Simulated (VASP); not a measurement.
# Hf in VASP: single point with PBEsol

Aim: the single point of Hf with PBEsol.

Everything below comes from runs of VASP 6.6.1. Logs are shortened: lines on timing, memory, paths and dates and some standing lists are left out, and cuts for length are marked.

### Step 1. The cell of the first run

The cell holds a slab with vacuum, 8 atoms: a = 3.160 Å, b = 4.996 Å, c = 25.035 Å, α = 90.00°, β = 90.00°, γ = 90.00°.

### Step 2. Single point, PBEsol

Contents of INCAR:

```
  PREC = Accurate
  ENCUT = 520
  EDIFF = 1E-7
  ISMEAR = 0
  SIGMA = 0.1
  LREAL = False
  LASPH = True
  NELM = 80
  ALGO = Fast
  ISIF = 2
  LWAVE = False
  LCHARG = True
  LDIPOL = True
  IDIPOL = 3
  DIPOL = 0.5 0.5 0.500
  GGA = PS
  LELF = True
  LVHAR = True
  LVACPOTAV = True
  NBANDS = 50
```

Contents of KPOINTS:

```
Automatic mesh
0
Gamma
  11 7 1
```

Contents of POSCAR:

```
Hf
1.0
    3.1602335644      0.0000000000      0.0000000000
    0.0000000000      4.9962246985      0.0000000000
    0.0000000000      0.0000000000     25.0350893450
Hf
8
Direct
    0.0000000000      0.7500000000      0.2995795180
    0.0000000000      0.2500000000      0.3724596933
    0.5000000000      0.7500000000      0.4088997809
    0.5000000000      0.2500000000      0.4817799562
    0.0000000000      0.7500000000      0.5182200438
    0.0000000000      0.2500000000      0.5911002191
    0.5000000000      0.7500000000      0.6275403067
    0.5000000000      0.2500000000      0.7004204820
```

Potentials or basis: VASP PAW PBE potentials, release 64 (Hf_pv).

Run with:

```bash
$ cat potpaw_PBE.64/Hf_pv/POTCAR > POTCAR
$ mpirun -np 1 vasp_std > vasp.out
```

OUTCAR:

```text
PREC = Accurate
   ENCUT = 520
   EDIFF = 1E-7
   ISMEAR = 0
   LREAL = False
   LASPH = True
   NELM = 80
   ISIF = 2
   GGA = PS

 ion  position               nearest neighbor table
   1  0.000  0.750  0.300-   2 3.09   2 3.09   3 3.16   3 3.16
   2  0.000  0.250  0.372-   3 3.09   3 3.09   3 3.09   3 3.09   1 3.09   1 3.09   4 3.16   4 3.16

   3  0.500  0.750  0.409-   2 3.09   2 3.09   2 3.09   2 3.09   4 3.09   4 3.09   1 3.16   1 3.16
                             5 3.16   5 3.16
   4  0.500  0.250  0.482-   5 3.09   5 3.09   5 3.09   5 3.09   3 3.09   3 3.09   2 3.16   2 3.16
                             6 3.16   6 3.16
   5  0.000  0.750  0.518-   4 3.09   4 3.09   4 3.09   4 3.09   6 3.09   6 3.09   3 3.16   3 3.16
                             7 3.16   7 3.16
   6  0.000  0.250  0.591-   7 3.09   7 3.09   7 3.09   7 3.09   5 3.09   5 3.09   4 3.16   4 3.16
                             8 3.16   8 3.16
   7  0.500  0.750  0.628-   6 3.09   6 3.09   6 3.09   6 3.09   8 3.09   8 3.09   5 3.16   5 3.16

   8  0.500  0.250  0.700-   7 3.09   7 3.09   6 3.16   6 3.16

  LATTYP: Found a simple orthorhombic cell.
 ALAT       =     3.1602335644
 B/A-ratio  =     1.5809669117
 C/A-ratio  =     7.9219110977

  Lattice vectors:

 A1 = (   3.1602335644,   0.0000000000,   0.0000000000)
 A2 = (   0.0000000000,   4.9962246985,   0.0000000000)
 A3 = (   0.0000000000,   0.0000000000,  25.0350893450)

Analysis of symmetry for initial positions (statically):
=====================================================================
 Subroutine PRICEL returns:
 Original cell was already a primitive cell.

 Routine SETGRP: Setting up the symmetry group for a
 simple orthorhombic supercell.

 Subroutine GETGRP returns: Found  8 space group operations
 (whereof  2 operations were pure point group operations)
 out of a pool of  8 trial point group operations.

The static configuration has the point symmetry C_1h.
 The point group associated with its full space group is D_2h.

Analysis of symmetry for dynamics (positions and initial velocities):
=====================================================================
 Subroutine PRICEL returns:
 Original cell was already a primitive cell.

 Routine SETGRP: Setting up the symmetry group for a
 simple orthorhombic supercell.

 Subroutine GETGRP returns: Found  8 space group operations
 (whereof  2 operations were pure point group operations)
 out of a pool of  8 trial point group operations.

The dynamic configuration has the point symmetry C_1h.
 The point group associated with its full space group is D_2h.

 Subroutine INISYM returns: Found  8 space group operations
 (whereof  2 operations are pure point group operations),
 and found     1 'primitive' translations

----------------------------------------------------------------------------------------

                                     Primitive cell

  volume of cell :     395.2850

  direct lattice vectors                    reciprocal lattice vectors
     3.160233564  0.000000000  0.000000000     0.316432308  0.000000000  0.000000000
     0.000000000  4.996224698  0.000000000     0.000000000  0.200151126  0.000000000
     0.000000000  0.000000000 25.035089345     0.000000000  0.000000000  0.039943936

  length of vectors
     3.160233564  4.996224698 25.035089345     0.316432308  0.200151126  0.039943936

  position of ions in fractional coordinates (direct lattice)
     0.000000000  0.750000000  0.299579518
     0.000000000  0.250000000  0.372459693
     0.500000000  0.750000000  0.408899781
     0.500000000  0.250000000  0.481779956
     0.000000000  0.750000000  0.518220044
     0.000000000  0.250000000  0.591100219
     0.500000000  0.750000000  0.627540307
     0.500000000  0.250000000  0.700420482

  ion indices of the primitive-cell ions
   primitive index   ion index
                 1           1
                 2           2
                 3           3
                 4           4
                 5           5
                 6           6
                 7           7
                 8           8

----------------------------------------------------------------------------------------

 KPOINTS: Automatic mesh

Automatic generation of k-mesh.
 Grid dimensions read from file:
 generate k-points for:   11    7    1

 Generating k-lattice:

  Cartesian coordinates                     Fractional coordinates (reciprocal lattice)
     0.028766573  0.000000000  0.000000000     0.090909091  0.000000000  0.000000000
     0.000000000  0.028593018  0.000000000     0.000000000  0.142857143  0.000000000
     0.000000000  0.000000000  0.039943936     0.000000000  0.000000000  1.000000000

  Length of vectors
     0.028766573  0.028593018  0.039943936

  Shift w.r.t. Gamma in fractional coordinates (k-lattice)
     0.000000000  0.000000000  0.000000000

 Subroutine IBZKPT returns following result:
 ===========================================

 Found     24 irreducible k-points:

 Following reciprocal coordinates:
            Coordinates               Weight
  0.000000  0.000000  0.000000      1.000000
  0.090909  0.000000  0.000000      2.000000
  0.181818  0.000000  0.000000      2.000000
  0.272727  0.000000  0.000000      2.000000
  0.363636  0.000000  0.000000      2.000000
  0.454545  0.000000  0.000000      2.000000
[... 16 lines left out ...]
  0.363636  0.428571  0.000000      4.000000
  0.454545  0.428571  0.000000      4.000000
   k-points           NKPTS =     24   k-points in BZ     NKDIM =     24   number of bands    NBANDS=     50
   number of dos      NEDOS =    301   number of ions     NIONS =      8
   total plane-waves  NPLWV = 184320
   dimension x,y,z NGX =    24 NGY =   40 NGZ =  192
   dimension x,y,z NGXF=    48 NGYF=   80 NGZF=  384
   ions per type =               8
   NGX,Y,Z   is equivalent  to a cutoff of  12.63, 13.31, 12.75 a.u.
   NGXF,Y,Z  is equivalent  to a cutoff of  25.25, 26.62, 25.50 a.u.
 SYSTEM =  unknown system
   PREC   = accura    normal or accurate (medium, high low for compatibility)
   ISTART =      0    job   : 0-new  1-cont  2-samecut
   ICHARG =      2    charge: 1-file 2-atom 10-const
   ISPIN  =      1    spin polarized calculation?
   LNONCOLLINEAR =      F non collinear calculations
   LSORBIT =      F    spin-orbit coupling
   LASPH  =      T    aspherical Exc in radial PAW
   ENCUT  =  520.0 eV  38.22 Ry    6.18 a.u.   5.88  9.29 46.55*2*pi/ulx,y,z
   NELM   =     80;   NELMIN=  2; NELMDL= -5     # of ELM steps
   EDIFF  = 0.1E-06   stopping-criterion for ELM
   LREAL  =      F    real-space projection
   EDIFFG = 0.1E-05   stopping-criterion for IOM
   NSW    =      0    number of steps for IOM
   IBRION =     -1    ionic relax: 0-MD 1-quasi-New 2-CG
   NFREE  =      0    steps in history (QN), initial steepest desc. (CG)
   ISIF   =      2    stress and relaxation
   ISYM   =      2    0-nonsym 1-usesym 2-fastsym
   POTIM  = 0.5000    time-step for ionic-motion
   TEBEG  =    0.0;   TEEND  =   0.0 temperature during run
   PSTRESS=    0.0 pullay stress
   NELECT =      80.0000    total number of electrons
   NUPDOWN=      -1.0000    fix difference up-down
   EMIN   =  10.00;   EMAX   =-10.00  energy-range for DOS
   EFERMI =   0.00;   METHOD = LEGACY
   ISMEAR =     0;   SIGMA  =   0.10  broadening in eV -4-tet -1-fermi 0-gaus
   EFERMI_NEDOS =   21; number of points for ismear=-14 and -15
   IALGO  =     68    algorithm
   IMIX   =      4    mixing-type and parameters
     AMIX     =   0.40;   BMIX     =  1.00
     AMIX_MAG =   1.60;   BMIX_MAG =  1.00
  volume/ion in A,a.u.               =      49.41       333.44
  Fermi-wavevector in a.u.,A,eV,Ry     =   0.961173  1.816353 12.569781  0.923853
  Thomas-Fermi vector in A             =   2.090521
   LORBIT       =      0    0 simple, 1 ext, 2 COOP (PROOUT), +10 PAW based schemes
   GGA     = PS    functional components
   LHFCALC =     F    Hartree Fock is set to
   AEXX    =    0.0000 exact exchange contribution
   IVDW    =     0    specifies the selected vdW correction
   LEPSILON=     F    determine dielectric tensor
   LRPA    =     F    only Hartree local field effects (RPA)
 non-spin polarized calculation
 RMM-DIIS sequential band-by-band and
 Gauss-broadening in eV      SIGMA  =   0.10
  energy-cutoff  :      520.00
  volume of cell :      395.28
 maximum number of plane-waves:     10704
 NGX is ok and might be reduce to    24
   NGX = 11   NGY = 19   NGZ = 93

 dipolmoment           0.000000      0.000000      0.000000 electrons x Angstroem

 number of electron      79.9999982 magnetization

 dipolmoment           0.000000      0.000000     -0.000000 electrons x Angstroem

 Free energy of the ion-electron system (eV)
  ---------------------------------------------------
  ext. energy  EPLUGINS =         0.00000000
  ---------------------------------------------------
  free energy    TOTEN  =       -78.89974700 eV

  energy without entropy =      -78.85071640  energy(sigma->0) =      -78.87523170

 E-fermi :   0.3134     XC(G=0):  -6.0605

 val. band max:        0.3041730059   @ k =   0.4545   0.2857   0.0000
 cond. band min:       0.3261124888   @ k =   0.0000   0.2857   0.0000
 fundamental gap:      0.0219394830
 Fermi energy:         0.3133816380

 k-point     1 :       0.0000    0.0000    0.0000
  band No.  band energies     occupation
      1     -31.0192      2.00000
      2     -31.0186      2.00000
      3     -31.0066      2.00000
      4     -31.0041      2.00000
      5     -30.5982      2.00000
      6     -30.5982      2.00000
[... 42 lines left out ...]
     49       2.0721      0.00000
     50       2.4743      0.00000

 k-point     2 :       0.0909    0.0000    0.0000
  band No.  band energies     occupation
      1     -31.0151      2.00000
      2     -31.0146      2.00000
      3     -31.0017      2.00000
      4     -30.9997      2.00000
      5     -30.6334      2.00000
      6     -30.6332      2.00000
[... 1158 lines left out ...]
 k-point    24 :       0.4545    0.4286    0.0000
  band No.  band energies     occupation
      1     -31.0089      2.00000
      2     -31.0089      2.00000
      3     -30.9790      2.00000
      4     -30.9789      2.00000
      5     -30.9646      2.00000
      6     -30.9645      2.00000
[... 42 lines left out ...]
     49       2.0109      0.00000
     50       2.0575      0.00000

------------------------ aborting loop because EDIFF is reached ----------------------------------------

  FORCE on cell =-STRESS in cart. coord.  units (eV):
  Direction    XX          YY          ZZ          XY          YZ          ZX
  --------------------------------------------------------------------------------------
  -------------------------------------------------------------------------------------
  Total       -8.6116559     -4.6712456     -7.9046937     -0.0000000     -0.0000000      0.0000000
  in kB      -34.9049451    -18.9335913    -32.0394712     -0.0000000     -0.0000000      0.0000000
  external PRESSURE =     -28.6260026 kB  Pullay stress =       0.0000000 kB

 VOLUME and BASIS-vectors are now :
 -----------------------------------------------------------------------------
  energy-cutoff  :      520.00
  volume of cell :      395.28
      direct lattice vectors                 reciprocal lattice vectors
     3.160233564  0.000000000  0.000000000     0.316432308  0.000000000  0.000000000
     0.000000000  4.996224698  0.000000000     0.000000000  0.200151126  0.000000000
     0.000000000  0.000000000 25.035089345     0.000000000  0.000000000  0.039943936

 POSITION                                       TOTAL-FORCE (eV/Angst)
 -----------------------------------------------------------------------------------
      0.00000      3.74717      7.50000        -0.000000     -0.000000      1.405211
      0.00000      1.24906      9.32456        -0.000000     -0.000000     -0.187663
      1.58012      3.74717     10.23684        -0.000000     -0.000000     -1.025316
      1.58012      1.24906     12.06140        -0.000000      0.000000     -0.387661
      0.00000      3.74717     12.97369        -0.000000      0.000000      0.387661
      0.00000      1.24906     14.79825        -0.000000      0.000000      1.025316
      1.58012      3.74717     15.71053        -0.000000      0.000000      0.187663
      1.58012      1.24906     17.53509         0.000000     -0.000000     -1.405211
 -----------------------------------------------------------------------------------
    total drift:                                0.000000     -0.000000      0.000000

  FREE ENERGIE OF THE ION-ELECTRON SYSTEM (eV)
  ---------------------------------------------------
  free  energy   TOTEN  =       -78.8997469957 eV

  energy  without entropy=      -78.8507163976  energy(sigma->0) =      -78.87523170

 vacuum level on the upper side and lower side of the slab         3.752         3.752
```

It took 33 min on 1 thread of Intel Xeon Platinum 8259CL at 2.50GHz (Skylake/Cascade Lake), shared host; peak memory 0.63 GiB.

Results:

```
Free energy            : -78.8997 eV
Largest force          : 1.405 eV/Å
Band gap on the k mesh : zero (bands 40 and 41 overlap by 0.70 eV)
```

Forces in eV/Å, atoms in the order of the input:
```
Hf   0.000  0.000  1.405
Hf   0.000  0.000 -0.188
Hf   0.000  0.000 -1.025
Hf   0.000  0.000 -0.388
Hf   0.000  0.000  0.388
Hf   0.000  0.000  1.025
Hf   0.000  0.000  0.188
Hf   0.000  0.000 -1.405
```

Levels at points of the mesh, in eV from the Fermi level:
| k point | band 37 | band 38 | band 39 | band 40 | band 41 | band 42 | band 43 | band 44 |
| --- | --- | --- | --- | --- | --- | --- | --- | --- |
| (0.00, 0.00, 0.00) | -0.64 | -0.25 | -0.04 | 0.46 | 0.50 | 0.98 | 1.14 | 1.16 |

Caveat: the PAW data sets were made with another functional, which shifts forces and pressure a little; spin-orbit coupling is left out, which moves the levels of the heavy elements.
